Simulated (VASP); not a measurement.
# GeWCl3 (Pm-3m) in VASP: a series of runs

GeWCl3 is run at these levels: PBE; tasks: single point, relaxation of cell and atoms.

Everything below comes from runs of VASP 6.6.1. Logs are shortened: lines on timing, memory, paths and dates and some standing lists are left out, and cuts for length are marked.

### 1 The cell of the first run

It takes space group Pm-3m (No. 221, cubic). Conventional cell: a = 5.127 Å, b = 5.127 Å, c = 5.127 Å, α = 90.00°, β = 90.00°, γ = 90.00°. Ge (site symmetry m-3m) has 12 Cl at 3.63 Å and 8 W at 4.44 Å within 4.8 Å. Within 3.4 Å of W (site symmetry m-3m) lie 6 Cl at 2.56 Å. Cl (site symmetry 4/mmm) has 2 W at 2.56 Å within 3.4 Å.

### 2 Single point, PBE, collinear spin, ferromagnetic start

Input file INCAR:

```
PREC = Accurate
ENCUT = 520
EDIFF = 1E-7
ISMEAR = 0
SIGMA = 0.1
LREAL = F
LASPH = T
NELM = 150
ALGO = Normal
ISIF = 2
LWAVE = F
LCHARG = F
ISPIN = 2
MAGMOM = 1.08 2.52 0.07 0.07 0.07
LORBIT = 11
LMAXMIX = 4
GGA = PE
NBANDS = 36
```

Input file KPOINTS:

```
Automatic mesh
0
Gamma
  4 4 4
```

Input file POSCAR:

```
GeWCl3
1.0
    5.1266100000      0.0000000000      0.0000000000
    0.0000000000      5.1266100000      0.0000000000
    0.0000000000      0.0000000000      5.1266100000
Ge W Cl
1 1 3
Direct
    0.0000000000      0.0000000000      0.0000000000
    0.5000000000      0.5000000000      0.5000000000
    0.0000000000      0.5000000000      0.5000000000
    0.5000000000      0.0000000000      0.5000000000
    0.5000000000      0.5000000000      0.0000000000
```

Potentials or basis: VASP PAW PBE potentials, release 64 (Ge_d, W_sv, Cl).

Run with:

```bash
cat potpaw_PBE.64/Ge_d/POTCAR potpaw_PBE.64/W_sv/POTCAR potpaw_PBE.64/Cl/POTCAR > POTCAR
mpirun -np 1 vasp_std > vasp.out
```

OUTCAR:

```text
PREC = Accurate
   ENCUT = 520
   EDIFF = 1E-7
   ISMEAR = 0
   LREAL = F
   LASPH = T
   NELM = 150
   ISIF = 2
   ISPIN = 2
   LORBIT = 11
   GGA = PE

 ion  position               nearest neighbor table
   1  0.000  0.000  0.000-
   2  0.500  0.500  0.500-   3 2.56   4 2.56   5 2.56   5 2.56   4 2.56   3 2.56
   3  0.000  0.500  0.500-   2 2.56   2 2.56
   4  0.500  0.000  0.500-   2 2.56   2 2.56
   5  0.500  0.500  0.000-   2 2.56   2 2.56

  LATTYP: Found a simple cubic cell.
 ALAT       =     5.1266100000

  Lattice vectors:

 A1 = (   5.1266100000,   0.0000000000,   0.0000000000)
 A2 = (   0.0000000000,   5.1266100000,   0.0000000000)
 A3 = (   0.0000000000,   0.0000000000,   5.1266100000)

Analysis of symmetry for initial positions (statically):
=====================================================================
 Subroutine PRICEL returns:
 Original cell was already a primitive cell.

 Routine SETGRP: Setting up the symmetry group for a
 simple cubic supercell.

 Subroutine GETGRP returns: Found 48 space group operations
 (whereof 48 operations were pure point group operations)
 out of a pool of 48 trial point group operations.

The static configuration has the point symmetry O_h .

Analysis of symmetry for dynamics (positions and initial velocities):
=====================================================================
 Subroutine PRICEL returns:
 Original cell was already a primitive cell.

 Routine SETGRP: Setting up the symmetry group for a
 simple cubic supercell.

 Subroutine GETGRP returns: Found 48 space group operations
 (whereof 48 operations were pure point group operations)
 out of a pool of 48 trial point group operations.

The dynamic configuration has the point symmetry O_h .

Analysis of structural, dynamic, and magnetic symmetry:
=====================================================================
 Subroutine PRICEL returns:
 Original cell was already a primitive cell.

 Routine SETGRP: Setting up the symmetry group for a
 simple cubic supercell.

 Subroutine GETGRP returns: Found 48 space group operations
 (whereof 48 operations were pure point group operations)
 out of a pool of 48 trial point group operations.

The overall configuration has the point symmetry O_h .

 Subroutine INISYM returns: Found 48 space group operations
 (whereof 48 operations are pure point group operations),
 and found     1 'primitive' translations

----------------------------------------------------------------------------------------

                                     Primitive cell

  volume of cell :     134.7382

  direct lattice vectors                    reciprocal lattice vectors
     5.126610000  0.000000000  0.000000000     0.195060674  0.000000000  0.000000000
     0.000000000  5.126610000  0.000000000     0.000000000  0.195060674  0.000000000
     0.000000000  0.000000000  5.126610000     0.000000000  0.000000000  0.195060674

  length of vectors
     5.126610000  5.126610000  5.126610000     0.195060674  0.195060674  0.195060674

  position of ions in fractional coordinates (direct lattice)
     0.000000000  0.000000000  0.000000000
     0.500000000  0.500000000  0.500000000
     0.000000000  0.500000000  0.500000000
     0.500000000  0.000000000  0.500000000
     0.500000000  0.500000000  0.000000000

  ion indices of the primitive-cell ions
   primitive index   ion index
                 1           1
                 2           2
                 3           3
                 4           4
                 5           5

----------------------------------------------------------------------------------------

 KPOINTS: Automatic mesh

Automatic generation of k-mesh.
 Grid dimensions read from file:
 generate k-points for:    4    4    4

 Generating k-lattice:

  Cartesian coordinates                     Fractional coordinates (reciprocal lattice)
     0.048765168  0.000000000  0.000000000     0.250000000  0.000000000  0.000000000
     0.000000000  0.048765168  0.000000000     0.000000000  0.250000000  0.000000000
     0.000000000  0.000000000  0.048765168     0.000000000  0.000000000  0.250000000

  Length of vectors
     0.048765168  0.048765168  0.048765168

  Shift w.r.t. Gamma in fractional coordinates (k-lattice)
     0.000000000  0.000000000  0.000000000

 Subroutine IBZKPT returns following result:
 ===========================================

 Found     10 irreducible k-points:

 Following reciprocal coordinates:
            Coordinates               Weight
  0.000000  0.000000  0.000000      1.000000
  0.250000  0.000000  0.000000      6.000000
  0.500000  0.000000  0.000000      3.000000
  0.250000  0.250000  0.000000     12.000000
  0.500000  0.250000  0.000000     12.000000
  0.500000  0.500000  0.000000      3.000000
  0.250000  0.250000  0.250000      8.000000
  0.500000  0.250000  0.250000     12.000000
  0.500000  0.500000  0.250000      6.000000
  0.500000  0.500000  0.500000      1.000000
   k-points           NKPTS =     10   k-points in BZ     NKDIM =     10   number of bands    NBANDS=     36
   number of dos      NEDOS =    301   number of ions     NIONS =      5
   total plane-waves  NPLWV =  64000
   dimension x,y,z NGX =    40 NGY =   40 NGZ =   40
   dimension x,y,z NGXF=    80 NGYF=   80 NGZF=   80
   ions per type =               1   1   3
   NGX,Y,Z   is equivalent  to a cutoff of  12.97, 12.97, 12.97 a.u.
   NGXF,Y,Z  is equivalent  to a cutoff of  25.94, 25.94, 25.94 a.u.
 SYSTEM =  unknown system
   PREC   = accura    normal or accurate (medium, high low for compatibility)
   ISTART =      0    job   : 0-new  1-cont  2-samecut
   ICHARG =      2    charge: 1-file 2-atom 10-const
   ISPIN  =      2    spin polarized calculation?
   LNONCOLLINEAR =      F non collinear calculations
   LSORBIT =      F    spin-orbit coupling
   LASPH  =      T    aspherical Exc in radial PAW
   ENCUT  =  520.0 eV  38.22 Ry    6.18 a.u.   9.53  9.53  9.53*2*pi/ulx,y,z
   NELM   =    150;   NELMIN=  2; NELMDL= -5     # of ELM steps
   EDIFF  = 0.1E-06   stopping-criterion for ELM
   LREAL  =      F    real-space projection
   EDIFFG = 0.1E-05   stopping-criterion for IOM
   NSW    =      0    number of steps for IOM
   IBRION =     -1    ionic relax: 0-MD 1-quasi-New 2-CG
   NFREE  =      0    steps in history (QN), initial steepest desc. (CG)
   ISIF   =      2    stress and relaxation
   ISYM   =      2    0-nonsym 1-usesym 2-fastsym
   POTIM  = 0.5000    time-step for ionic-motion
   TEBEG  =    0.0;   TEEND  =   0.0 temperature during run
   PSTRESS=    0.0 pullay stress
   NELECT =      49.0000    total number of electrons
   NUPDOWN=      -1.0000    fix difference up-down
   EMIN   =  10.00;   EMAX   =-10.00  energy-range for DOS
   EFERMI =   0.00;   METHOD = LEGACY
   ISMEAR =     0;   SIGMA  =   0.10  broadening in eV -4-tet -1-fermi 0-gaus
   EFERMI_NEDOS =   21; number of points for ismear=-14 and -15
   IALGO  =     38    algorithm
   IMIX   =      4    mixing-type and parameters
     AMIX     =   0.40;   BMIX     =  1.00
     AMIX_MAG =   1.60;   BMIX_MAG =  1.00
  volume/ion in A,a.u.               =      26.95       181.85
  Fermi-wavevector in a.u.,A,eV,Ry     =   1.168539  2.208219 18.578532  1.365484
  Thomas-Fermi vector in A             =   2.305024
   LORBIT       =     11    0 simple, 1 ext, 2 COOP (PROOUT), +10 PAW based schemes
   GGA     = PE    functional components
   LHFCALC =     F    Hartree Fock is set to
   AEXX    =    0.0000 exact exchange contribution
   IVDW    =     0    specifies the selected vdW correction
   LEPSILON=     F    determine dielectric tensor
   LRPA    =     F    only Hartree local field effects (RPA)
 spin polarized calculation
 Gauss-broadening in eV      SIGMA  =   0.10
  energy-cutoff  :      520.00
  volume of cell :      134.74
 maximum number of plane-waves:      3695
 NGX is ok and might be reduce to    40
   NGX = 19   NGY = 19   NGZ = 19

 number of electron      49.0000011 magnetization       4.9835159

 Free energy of the ion-electron system (eV)
  ---------------------------------------------------
  ext. energy  EPLUGINS =         0.00000000
  ---------------------------------------------------
  free energy    TOTEN  =       -20.89000325 eV

  energy without entropy =      -20.86419901  energy(sigma->0) =      -20.87710113

 E-fermi :   3.7050     XC(G=0):  -8.8248

 val. band max:        3.6646355416   @ k =   0.5000   0.5000   0.0000
 cond. band min:       3.7137323137   @ k =   0.5000   0.2500   0.2500
 fundamental gap:      0.0490967721
 Fermi energy:         3.7050271317

 spin component 1

 k-point     1 :       0.0000    0.0000    0.0000
  band No.  band energies     occupation
      1     -71.6422      1.00000
      2     -36.0729      1.00000
      3     -36.0729      1.00000
      4     -36.0729      1.00000
      5     -22.0822      1.00000
      6     -22.0822      1.00000
[... 379 lines left out ...]
     35      10.8356      0.00000
     36      11.8663      0.00000
 Fermi energy:         3.7050271317

 spin component 2

 k-point     1 :       0.0000    0.0000    0.0000
  band No.  band energies     occupation
      1     -70.3562      1.00000
      2     -34.3315      1.00000
      3     -34.3315      1.00000
      4     -34.3315      1.00000
      5     -21.9631      1.00000
      6     -21.9631      1.00000
[... 379 lines left out ...]
     35      12.1583      0.00000
     36      12.2935      0.00000

------------------------ aborting loop because EDIFF is reached ----------------------------------------

  FORCE on cell =-STRESS in cart. coord.  units (eV):
  Direction    XX          YY          ZZ          XY          YZ          ZX
  --------------------------------------------------------------------------------------
  -------------------------------------------------------------------------------------
  Total       -2.1638575     -2.1638575     -2.1638575      0.0000000      0.0000000      0.0000000
  in kB      -25.7305107    -25.7305107    -25.7305107      0.0000000      0.0000000      0.0000000
  external PRESSURE =     -25.7305107 kB  Pullay stress =       0.0000000 kB

 VOLUME and BASIS-vectors are now :
 -----------------------------------------------------------------------------
  energy-cutoff  :      520.00
  volume of cell :      134.74
      direct lattice vectors                 reciprocal lattice vectors
     5.126610000  0.000000000  0.000000000     0.195060674  0.000000000  0.000000000
     0.000000000  5.126610000  0.000000000     0.000000000  0.195060674  0.000000000
     0.000000000  0.000000000  5.126610000     0.000000000  0.000000000  0.195060674

 POSITION                                       TOTAL-FORCE (eV/Angst)
 -----------------------------------------------------------------------------------
      0.00000      0.00000      0.00000         0.000000      0.000000      0.000000
      2.56331      2.56331      2.56331         0.000000      0.000000      0.000000
      0.00000      2.56331      2.56331         0.000000      0.000000      0.000000
      2.56331      0.00000      2.56331         0.000000      0.000000      0.000000
      2.56331      2.56331      0.00000         0.000000      0.000000      0.000000
 -----------------------------------------------------------------------------------
    total drift:                                0.000000      0.000000     -0.000000

  FREE ENERGIE OF THE ION-ELECTRON SYSTEM (eV)
  ---------------------------------------------------
  free  energy   TOTEN  =       -20.8900032515 eV

  energy  without entropy=      -20.8641990119  energy(sigma->0) =      -20.87710113

 total charge

# of ion       s       p       d       tot
------------------------------------------
    1        1.349   0.637   9.962  11.949
    2        2.242   6.104   3.348  11.693
    3        1.601   3.484   0.000   5.085
    4        1.601   3.484   0.000   5.085
    5        1.601   3.484   0.000   5.085
--------------------------------------------------
tot          8.394  17.193  13.310  38.897

 magnetization (x)

# of ion       s       p       d       tot
------------------------------------------
    1        0.004   0.580   0.001   0.586
    2        0.086   0.018   2.634   2.737
    3        0.014   0.004   0.000   0.019
    4        0.014   0.004   0.000   0.019
    5        0.014   0.004   0.000   0.019
--------------------------------------------------
tot          0.133   0.611   2.635   3.379
```

Run time: 1.9 min. Hardware: 1 thread of AMD EPYC 7R43 (Zen 3), shared host; peak memory 0.29 GiB.

What came out:

```yaml
Free_energy: -20.8900 eV
Pressure: -2.6 GPa
Band_gap_on_the_k_mesh: zero (filled and empty bands overlap)
Net_moment: 4.98 μB per cell
Site_moments: Ge +0.59; W +2.74; Cl +0.02 μB
Valence_electrons_inside_the_program's_atomic_spheres: Ge 11.95; W 11.69; Cl 5.08
```

Levels at points of the mesh, in eV from the Fermi level:
Spin up:
```tsv
k point	band 25	band 26	band 27	band 28	band 29	band 30
(0.00, 0.00, 0.00)	-2.09	-0.73	-0.73	0.20	0.48	0.48
(0.50, 0.00, 0.00)	-0.79	-0.79	-0.73	-0.25	0.07	0.07
(0.50, 0.50, 0.00)	-0.54	-0.41	-0.20	-0.04	-0.04	3.40
(0.50, 0.50, 0.50)	-0.54	0.71	0.71	0.71	3.40	3.40
```
Spin down:
```tsv
k point	band 18	band 19	band 20	band 21	band 22	band 23	band 24	band 25	band 26	band 27
(0.00, 0.00, 0.00)	-4.01	-4.01	-4.00	-4.00	-4.00	0.10	0.10	0.10	0.93	0.93
(0.50, 0.00, 0.00)	-4.67	-4.17	-4.12	-3.96	-3.96	0.15	0.25	0.94	1.12	1.12
(0.50, 0.50, 0.00)	-4.59	-4.59	-4.56	-4.56	-3.38	0.76	1.02	1.02	1.13	1.35
(0.50, 0.50, 0.50)	-5.72	-5.72	-3.37	-3.37	-3.37	1.37	1.37	1.37	2.24	2.24
```

Caveat: spin-orbit coupling is left out, which moves the levels of the heavy elements.

### 3 Relaxation of cell and atoms, PBE, collinear spin, ferromagnetic start

Input file INCAR:

```
PREC = Accurate ; ENCUT = 600
EDIFF = 1E-7 ; ISMEAR = 0
SIGMA = 0.1 ; LREAL = False
LASPH = True ; NELM = 150
ALGO = Normal ; ISIF = 3
LWAVE = False ; LCHARG = False
ISPIN = 2 ; MAGMOM = 1.02 2.13 0.08 0.08 0.08
LORBIT = 11 ; LMAXMIX = 4
GGA = PE ; IBRION = 2
NSW = 90 ; EDIFFG = -0.04
```

KPOINTS is that of step 2.

POSCAR is that of step 2.

Potentials or basis: VASP PAW PBE potentials, release 64 (Ge_d, W_sv, Cl).

Run with:

```bash
cat potpaw_PBE.64/Ge_d/POTCAR potpaw_PBE.64/W_sv/POTCAR potpaw_PBE.64/Cl/POTCAR > POTCAR
mpirun -np 1 vasp_std > vasp.out
```

Run time: 6.2 min. Hardware: 1 thread of AMD EPYC 7R43 (Zen 3), shared host; peak memory 0.34 GiB.

Results (log left out):

```yaml
Free_energy: -20.9997 eV
Relaxed_volume: 24.65 Å³/atom
Relaxed_cell: a = 4.977 Å, b = 4.977 Å, c = 4.977 Å, α = 90.00°, β = 90.00°, γ = 90.00°
Space_group_after_relaxing_to_0.05_Å: Pm-3m (No. 221)
Energy_gained_by_relaxing: 21.8 meV/atom
Ionic_steps: 4
Pressure_after_relaxing: 0.0 GPa
Net_moment: 4.61 μB per cell
Site_moments: Ge +0.59; W +2.43; Cl +0.03 μB
Valence_electrons_inside_the_program's_atomic_spheres: Ge 11.96; W 11.80; Cl 5.09
```

Step by step:
```csv
step,energy change (eV),largest force (eV/Å),pressure (GPa),volume (Å³)
1,0.0000,0.0000,-2.53,134.74
2,-0.0960,0.0000,-1.18,126.60
3,-0.1054,0.0000,0.65,121.51
4,-0.1088,0.0000,0.01,123.25
```

Final structure:
```cif
data_structure
_symmetry_space_group_name_H-M 'P 1'
_symmetry_Int_Tables_number 1
_cell_length_a 4.9765
_cell_length_b 4.9765
_cell_length_c 4.9765
_cell_angle_alpha 90.000
_cell_angle_beta 90.000
_cell_angle_gamma 90.000
_cell_volume 123.25
loop_
_atom_site_label
_atom_site_type_symbol
_atom_site_fract_x
_atom_site_fract_y
_atom_site_fract_z
_atom_site_occupancy
Ge1 Ge 0.00000 0.00000 0.00000 1
W1 W 0.50000 0.50000 0.50000 1
Cl1 Cl 0.00000 0.50000 0.50000 1
Cl2 Cl 0.50000 0.00000 0.50000 1
Cl3 Cl 0.50000 0.50000 0.00000 1
```

Levels at points of the mesh, in eV from the Fermi level:
Spin up:
| k point | band 25 | band 26 | band 27 | band 28 | band 29 | band 30 |
| --- | --- | --- | --- | --- | --- | --- |
| (0.00, 0.00, 0.00) | -2.23 | -0.62 | -0.62 | 0.57 | 0.57 | 0.57 |
| (0.50, 0.00, 0.00) | -0.66 | -0.66 | -0.61 | 0.04 | 0.07 | 0.07 |
| (0.50, 0.50, 0.00) | -0.54 | -0.34 | -0.03 | -0.03 | 0.03 | 4.10 |
| (0.50, 0.50, 0.50) | -0.45 | 0.94 | 0.94 | 0.94 | 4.04 | 4.04 |
Spin down:
| k point | band 18 | band 19 | band 20 | band 21 | band 22 | band 23 | band 24 | band 25 | band 26 | band 27 |
| --- | --- | --- | --- | --- | --- | --- | --- | --- | --- | --- |
| (0.00, 0.00, 0.00) | -4.34 | -4.34 | -4.28 | -4.28 | -4.28 | -0.36 | -0.36 | -0.36 | 0.85 | 0.85 |
| (0.50, 0.00, 0.00) | -5.14 | -4.53 | -4.33 | -4.25 | -4.25 | -0.30 | 0.11 | 0.86 | 1.03 | 1.03 |
| (0.50, 0.50, 0.00) | -5.05 | -5.05 | -4.98 | -4.98 | -3.60 | 0.62 | 1.02 | 1.02 | 1.13 | 1.17 |
| (0.50, 0.50, 0.50) | -6.34 | -6.34 | -3.59 | -3.59 | -3.59 | 1.31 | 1.31 | 1.31 | 2.31 | 2.31 |

Caveat: spin-orbit coupling is left out, which moves the levels of the heavy elements.
